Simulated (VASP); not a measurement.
# Ag (P-3m1) in VASP: further runs, part 2 of 2

VASP 6.6.1. The steps go on from the part before.

## Step 4: Relaxation of cell and atoms, PBE

INCAR reads:

```
SYSTEM = Ag
ALGO     = Fast           ! electronic algorithm
EDIFF    = 1E-6           ! SCF threshold, eV
EDIFFG   = -0.04          ! ionic threshold
ENCUT    = 600            ! plane-wave cutoff, eV
GGA      = PE             ! functional
IBRION   = 2              ! ionic algorithm
ISIF     = 3              ! what is computed and relaxed
ISMEAR   = 0              ! smearing method
LASPH    = .TRUE.         ! aspherical terms in the spheres
LCHARG   = .FALSE.        ! write CHGCAR
LREAL    = .FALSE.        ! projectors in reciprocal space
LWAVE    = .FALSE.        ! write WAVECAR
NELM     = 100            ! most SCF steps
NSW      = 90             ! ionic steps
PREC     = Accurate       ! precision mode
SIGMA    = 0.1            ! smearing width, eV
```

KPOINTS reads:

```
k-points
0
G
  6 6 2
  0 0 0
```

POSCAR reads:

```
Ag
1.0
    2.7579540100      0.0000000000      0.0000000000
   -1.3789770000      2.3884582300      0.0000000000
    0.0000000000      0.0000000000     13.1967406600
Ag
5
Direct
    0.6666666700      0.3333333300      0.8000000000
    0.0000000000      0.0000000000      0.0000000000
    0.3333333300      0.6666666700      0.2000000000
    0.6666666700      0.3333333300      0.4000000000
    0.3333333300      0.6666666700      0.6000000000
```

Potentials or basis: VASP PAW PBE potentials, release 64 (Ag).

On the command line:

```bash
$ cat potpaw_PBE.64/Ag/POTCAR > POTCAR
$ mpirun -np 1 vasp_std > vasp.out
```

OUTCAR:

```text
SYSTEM = Ag
   EDIFF = 1E-6
   EDIFFG = -0.04
   ENCUT = 600
   GGA = PE
   IBRION = 2
   ISIF = 3
   ISMEAR = 0
   LASPH = .TRUE.
   LREAL = .FALSE.
   NELM = 100
   NSW = 90
   PREC = Accurate

 ion  position               nearest neighbor table
   1  0.667  0.333  0.800-   5 3.08   2 3.08   5 3.08   2 3.08   2 3.08   5 3.08
   2  0.000  0.000  0.000-   1 3.08   3 3.08   3 3.08   1 3.08   1 3.08   3 3.08
   3  0.333  0.667  0.200-   4 3.08   2 3.08   4 3.08   2 3.08   2 3.08   4 3.08
   4  0.667  0.333  0.400-   3 3.08   5 3.08   3 3.08   5 3.08   3 3.08   5 3.08
   5  0.333  0.667  0.600-   1 3.08   4 3.08   1 3.08   4 3.08   1 3.08   4 3.08

  LATTYP: Found a hexagonal cell.
 ALAT       =     2.7579540100
 C/A-ratio  =     4.7849748807
[... 185 lines left out ...]
  --------------------------------------------------------------------------------------
  -------------------------------------------------------------------------------------
  Total        7.4610579      7.4610578     -4.2888150      0.0000000      0.0000000     -0.0000000
  in kB      137.5116958    137.5116953    -79.0453891      0.0000003      0.0000000     -0.0000000
  external PRESSURE =      65.3260007 kB  Pullay stress =       0.0000000 kB
[... 143 lines left out ...]
--------------------------------------- Ionic step        5  -------------------------------------------

 number of electron      55.0000013 magnetization

 Free energy of the ion-electron system (eV)
  ---------------------------------------------------
  ext. energy  EPLUGINS =         0.00000000
  ---------------------------------------------------
  free energy    TOTEN  =       -13.40637486 eV

  energy without entropy =      -13.39554312  energy(sigma->0) =      -13.40095899

 E-fermi :   7.5275     XC(G=0): -11.8931

 val. band max:        7.4876825397   @ k =   0.3333   0.1667   0.5000
 cond. band min:       7.6799356198   @ k =   0.5000  -0.0000   0.5000
 fundamental gap:      0.1922530802
 Fermi energy:         7.5275385141

 k-point     1 :       0.0000    0.0000    0.0000
  band No.  band energies     occupation
      1       0.3308      2.00000
      2       1.3106      2.00000
      3       1.3112      2.00000
      4       1.6787      2.00000
      5       1.6790      2.00000
      6       3.0369      2.00000
[... 525 lines left out ...]
  FREE ENERGIE OF THE ION-ELECTRON SYSTEM (eV)
  ---------------------------------------------------
  free  energy   TOTEN  =       -13.4063748647 eV

  energy  without entropy=      -13.3955431155  energy(sigma->0) =      -13.40095899

 reached required accuracy - stopping structural energy minimisation
```

CONTCAR:

```text
Ag
   1.00000000000000
     2.9213135190390425    0.0000000003336990    0.0000000000000000
    -1.4606567539343689    2.5299317137139901    0.0000000000000000
    -0.0000000000000000    0.0000000000000000   12.1613508689813354
  Ag
     5
Direct
     0.6666666699999979    0.3333333300000021    0.8000512471771195
     0.0000000000000000    0.0000000000000000    0.0000000000000000
     0.3333333300000021    0.6666666699999979    0.1999487528228805
     0.6666666699999979    0.3333333300000021    0.3999773064928092
     0.3333333300000021    0.6666666699999979    0.6000226935071908

  0.00000000E+00  0.00000000E+00  0.00000000E+00
  0.00000000E+00  0.00000000E+00  0.00000000E+00
  0.00000000E+00  0.00000000E+00  0.00000000E+00
  0.00000000E+00  0.00000000E+00  0.00000000E+00
  0.00000000E+00  0.00000000E+00  0.00000000E+00
```

It took 3.3 min on 1 thread of Intel Xeon Platinum 8259CL at 2.50GHz (Skylake/Cascade Lake), shared host; peak memory 0.25 GiB.

Results:

- Free energy: -13.4064 eV
- Relaxed volume: 17.98 Å³/atom
- Relaxed cell: a = 2.921 Å, b = 2.921 Å, c = 12.161 Å, α = 90.00°, β = 90.00°, γ = 120.00°
- Space group after relaxing (to 0.05 Å): P-3m1 (No. 164)
- Energy gained by relaxing: 114.2 meV/atom
- Ionic steps: 5
- Pressure after relaxing: 0.1 GPa
- Largest force after relaxing: 0.004 eV/Å

Forces in eV/Å, atoms in the order of the input:
```
Ag   0.000  0.000  0.004
Ag   0.000  0.000  0.000
Ag   0.000  0.000 -0.004
Ag   0.000  0.000 -0.003
Ag   0.000  0.000  0.003
```

Stress tensor (GPa, compression positive):
```
 0.23  0.00  0.00
 0.00  0.23  0.00
 0.00  0.00 -0.14
```

The path:
```csv
step,energy change (eV),largest force (eV/Å),pressure (GPa),volume (Å³)
1,0.0000,0.0111,6.53,86.93
2,-0.4674,0.0023,-4.49,95.76
3,-0.4768,0.0028,-3.37,94.38
4,-0.5697,0.0037,-0.31,90.33
5,-0.5711,0.0038,0.11,89.88
```

Final structure:
```yaml
crystal:
  lattice:
    - [2.92131, 0.00000, 0.00000]
    - [-1.46066, 2.52993, 0.00000]
    - [0.00000, 0.00000, 12.16135]
  atoms:
    - { symbol: Ag, position: [0.66667, 0.33333, 0.80005] }
    - { symbol: Ag, position: [0.00000, 0.00000, 0.00000] }
    - { symbol: Ag, position: [0.33333, 0.66667, 0.19995] }
    - { symbol: Ag, position: [0.66667, 0.33333, 0.39998] }
    - { symbol: Ag, position: [0.33333, 0.66667, 0.60002] }
```

Caveat: the k points lie up to 0.41 Å⁻¹ apart in the final cell.

## Step 5: Single point, PBE

This run uses another cell than the first one, of 17.86 Å³/atom, 1.027 times its volume.

INCAR reads:

```
PREC = Accurate
ENCUT = 520
EDIFF = 1E-6
ISMEAR = 0
SIGMA = 0.1
LREAL = False
LASPH = True
NELM = 80
ALGO = Fast
ISIF = 2
LWAVE = False
LCHARG = True
GGA = PE
LELF = True
LVHAR = True
NBANDS = 36
```

KPOINTS reads:

```
regular mesh
0
Gamma
  12 12 4
```

POSCAR reads:

```
Ag
1.0
    2.9466034084      0.0000000000      0.0000000000
   -1.4733017042      2.5518334066      0.0000000000
    0.0000000000      0.0000000000     11.8728822093
Ag
5
Direct
    0.6666666667      0.3333333333      0.8003994741
    0.0000000000      0.0000000000      0.0000000000
    0.3333333333      0.6666666667      0.1996005259
    0.6666666667      0.3333333333      0.3997431236
    0.3333333333      0.6666666667      0.6002568764
```

Potentials or basis: VASP PAW PBE potentials, release 64 (Ag).

On the command line:

```bash
$ cat potpaw_PBE.64/Ag/POTCAR > POTCAR
$ mpirun -np 1 vasp_std > vasp.out
```

OUTCAR:

```text
PREC = Accurate
   ENCUT = 520
   EDIFF = 1E-6
   ISMEAR = 0
   LREAL = False
   LASPH = True
   NELM = 80
   ISIF = 2
   GGA = PE

 ion  position               nearest neighbor table
   1  0.667  0.333  0.800-   2 2.92   2 2.92   2 2.92   5 2.92   5 2.92   5 2.92
   2  0.000  0.000  0.000-   1 2.92   3 2.92   1 2.92   3 2.92   1 2.92   3 2.92
   3  0.333  0.667  0.200-   2 2.92   2 2.92   2 2.92   4 2.92   4 2.92   4 2.92
   4  0.667  0.333  0.400-   3 2.92   3 2.92   3 2.92   5 2.93   5 2.93   5 2.93
   5  0.333  0.667  0.600-   1 2.92   1 2.92   1 2.92   4 2.93   4 2.93   4 2.93

  LATTYP: Found a hexagonal cell.
 ALAT       =     2.9466034084
 C/A-ratio  =     4.0293451692

  Lattice vectors:

 A1 = (   2.9466034084,   0.0000000000,   0.0000000000)
 A2 = (  -1.4733017042,   2.5518334066,   0.0000000000)
 A3 = (   0.0000000000,   0.0000000000,  11.8728822093)

Analysis of symmetry for initial positions (statically):
=====================================================================
 Subroutine PRICEL returns:
 Original cell was already a primitive cell.

 Routine SETGRP: Setting up the symmetry group for a
 hexagonal supercell.

[... 177 lines left out ...]
 cond. band min:       7.7935399131   @ k =   0.5000   0.0000   0.0000
 fundamental gap:      0.0730901397
 Fermi energy:         7.7783596620

 k-point     1 :       0.0000    0.0000    0.0000
  band No.  band energies     occupation
      1       0.3701      2.00000
      2       1.4254      2.00000
      3       1.4276      2.00000
      4       1.7548      2.00000
      5       1.7646      2.00000
      6       3.1365      2.00000
[... 925 lines left out ...]
     35      20.3573      0.00000
     36      21.2260      0.00000

 [... further k-points ...]

------------------------ aborting loop because EDIFF is reached ----------------------------------------

  FORCE on cell =-STRESS in cart. coord.  units (eV):
  Direction    XX          YY          ZZ          XY          YZ          ZX
  --------------------------------------------------------------------------------------
  -------------------------------------------------------------------------------------
  Total       -0.0281501     -0.0281501     -0.0425338      0.0000000      0.0000000     -0.0000000
  in kB       -0.5051963     -0.5051963     -0.7633335      0.0000000      0.0000000     -0.0000000
  external PRESSURE =      -0.5912420 kB  Pullay stress =       0.0000000 kB

 VOLUME and BASIS-vectors are now :
 -----------------------------------------------------------------------------
  energy-cutoff  :      520.00
  volume of cell :       89.28
      direct lattice vectors                 reciprocal lattice vectors
     2.946603408  0.000000000  0.000000000     0.339373801  0.195937556  0.000000000
    -1.473301704  2.551833407  0.000000000     0.000000000  0.391875111  0.000000000
     0.000000000  0.000000000 11.872882209     0.000000000  0.000000000  0.084225547

 POSITION                                       TOTAL-FORCE (eV/Angst)
 -----------------------------------------------------------------------------------
      1.47330      0.85061      9.50305         0.000000     -0.000000     -0.000093
      0.00000      0.00000      0.00000        -0.000000      0.000000     -0.000000
     -0.00000      1.70122      2.36983        -0.000000      0.000000      0.000093
      1.47330      0.85061      4.74610        -0.000000      0.000000     -0.000004
     -0.00000      1.70122      7.12678         0.000000     -0.000000      0.000004
 -----------------------------------------------------------------------------------
    total drift:                                0.000000     -0.000000      0.000000

  FREE ENERGIE OF THE ION-ELECTRON SYSTEM (eV)
  ---------------------------------------------------
  free  energy   TOTEN  =       -13.5843553420 eV

  energy  without entropy=      -13.5800041596  energy(sigma->0) =      -13.58217975
```

stdout:

```text
POSCAR found type information on POSCAR Ag
 POSCAR found :  1 types and       5 ions
 scaLAPACK will be used
 LDA part: xc-table for (Slater+PW92), standard interpolation
 POSCAR, INCAR and KPOINTS ok, starting setup
 FFT: planning ... GRIDC
 FFT: planning ... GRID_SOFT
 FFT: planning ... GRID
 WAVECAR not read
 entering main loop
```

Run time: 2.9 min. Hardware: 1 thread of Intel Xeon Platinum 8259CL at 2.50GHz (Skylake/Cascade Lake), shared host; peak memory 0.32 GiB.

Results:

| Property | Result |
| --- | --- |
| Free energy | -13.5844 eV |
| Pressure | -0.1 GPa |

Levels at points of the mesh, in eV from the Fermi level:
```
           k point  band 26  band 27  band 28  band 29  band 30  band 31
(0.00, 0.00, 0.00)    -3.12    -3.02    -3.02    -1.71    -1.71     5.61
(0.50, 0.00, 0.00)     0.02     0.25     1.11     1.12     1.53     3.57
(0.00, 0.00, 0.50)    -3.30    -3.30    -2.97    -2.97    -0.15     3.55
(0.50, 0.00, 0.50)    -0.10     0.64     0.69     1.37     1.49     3.85
```

## Step 6: Single point, PBE

This run uses another cell than the first one: it holds 10 atoms, not 5.

INCAR reads:

```
SYSTEM = Ag
PREC = Accurate ; ENCUT = 520
EDIFF = 1E-6 ; ISMEAR = 0
SIGMA = 0.2 ; LREAL = .False.
LASPH = .True. ; NELM = 100
ALGO = Fast ; ISIF = 2
LWAVE = .False. ; LCHARG = .True.
GGA = PE ; LELF = .True.
LVHAR = .True. ; NBANDS = 66
```

KPOINTS reads:

```
regular mesh
0
Gamma
  8 4 2
  0 0 0
```

POSCAR reads:

```
Ag
1.0
    1.4733017042     -2.5518334066      0.0000000000
   -4.4199051126     -2.5518334066      0.0000000000
    0.0000000000      0.0000000000    -11.8728822093
Ag
10
Direct
    1.0000000000      0.6666666667      0.1996005259
    0.5000000000      0.1666666667      0.1996005259
    1.0000000000      1.0000000000      1.0000000000
    0.5000000000      0.5000000000      0.0000000000
    0.5000000000      0.8333333333      0.8003994741
    1.0000000000      0.3333333333      0.8003994741
    1.0000000000      0.6666666667      0.6002568764
    0.5000000000      0.1666666667      0.6002568764
    0.5000000000      0.8333333333      0.3997431236
    1.0000000000      0.3333333333      0.3997431236
```

Potentials or basis: VASP PAW PBE potentials, release 64 (Ag).

On the command line:

```bash
$ cat potpaw_PBE.64/Ag/POTCAR > POTCAR
$ mpirun -np 1 vasp_std > vasp.out
```

It took 5.4 min on 1 thread of Intel Xeon Platinum 8259CL at 2.50GHz (Skylake/Cascade Lake), shared host; peak memory 0.42 GiB.

Results (log left out):

| Item | Value |
| --- | --- |
| Free energy | -27.2177 eV |
| Pressure | 0.0 GPa |
| Largest force | 0.012 eV/Å |
| Band gap on the k mesh | zero (band 55 reaches 10.03 eV, above the bottom of band 56 at 5.10 eV) |

Forces on the atoms (eV/Å):
```
Ag   0.000  0.000 -0.001
Ag   0.000  0.000 -0.001
Ag   0.000  0.000  0.000
Ag   0.000  0.000  0.000
Ag   0.000  0.000  0.001
Ag   0.000  0.000  0.001
Ag   0.008  0.005 -0.007
Ag   0.008  0.005 -0.007
Ag  -0.008 -0.005  0.007
Ag  -0.008 -0.005  0.007
```

Stress tensor (GPa, compression positive):
```
-0.93 -0.74  0.09
-0.74 -0.07  0.05
 0.09  0.05  0.97
```

Levels at points of the mesh, in eV from the Fermi level:
```csv
k point,band 51,band 52,band 53,band 54,band 55,band 56,band 57,band 58
"(0.00, 0.00, 0.00)",-2.91,-2.89,-2.82,-1.76,-1.76,-0.04,0.19,1.06
"(0.50, 0.00, 0.00)",-0.66,-0.66,0.26,0.26,0.28,0.28,3.72,3.72
"(0.00, 0.50, 0.00)",-3.15,-3.15,-2.95,-2.95,-2.73,-2.73,0.62,0.62
"(0.50, 0.50, 0.00)",-0.04,-0.04,0.20,0.20,1.06,1.06,1.07,1.07
"(0.00, 0.00, 0.50)",-2.96,-2.90,-2.86,-2.85,-0.20,-0.16,0.59,0.64
"(0.50, 0.00, 0.50)",-0.48,-0.48,-0.46,-0.46,1.72,1.72,1.73,1.73
"(0.00, 0.50, 0.50)",-3.15,-3.15,-2.97,-2.97,-1.59,-1.59,-1.26,-1.26
"(0.50, 0.50, 0.50)",-0.16,-0.16,0.59,0.59,0.64,0.64,1.31,1.31
```

## Step 7: Summary

```tsv
task	cell	k mesh	cutoff (eV)	smearing	gap on the mesh (eV)	pressure (GPa)	largest force (eV/Å)
single point	a = 2.758, b = 2.758, c = 13.197 Å, angles 90.0, 90.0, 120.0°, 5 atoms	6 × 6 × 2	520	gaussian 0.1 eV	none	6.5	0.01
single point	a = 2.926, b = 2.926, c = 12.144 Å, angles 90.0, 90.0, 120.0°, 5 atoms	6 × 6 × 2	520	gaussian 0.1 eV	none	-0.1	-
relaxation of cell and atoms	relaxed from a = 2.758, b = 2.758, c = 13.197 Å, angles 90.0, 90.0, 120.0°, 5 atoms	6 × 6 × 2	600	gaussian 0.1 eV	none	0.1	-
single point	a = 2.947, b = 2.947, c = 11.873 Å, angles 90.0, 90.0, 120.0°, 5 atoms	12 × 12 × 4	520	gaussian 0.1 eV	none	-0.1	-
single point	a = 2.947, b = 5.104, c = 11.873 Å, 10 atoms	8 × 4 × 2	520	gaussian 0.2 eV	none	0.0	0.01
```

Alike in all rows: level PBE; potentials or basis VASP PAW PBE potentials, release 64 (Ag); no spin polarisation.

Caveats: some runs use coarse meshes.

Total energies depend on the potentials used, so only differences within one code and one set of settings carry meaning.
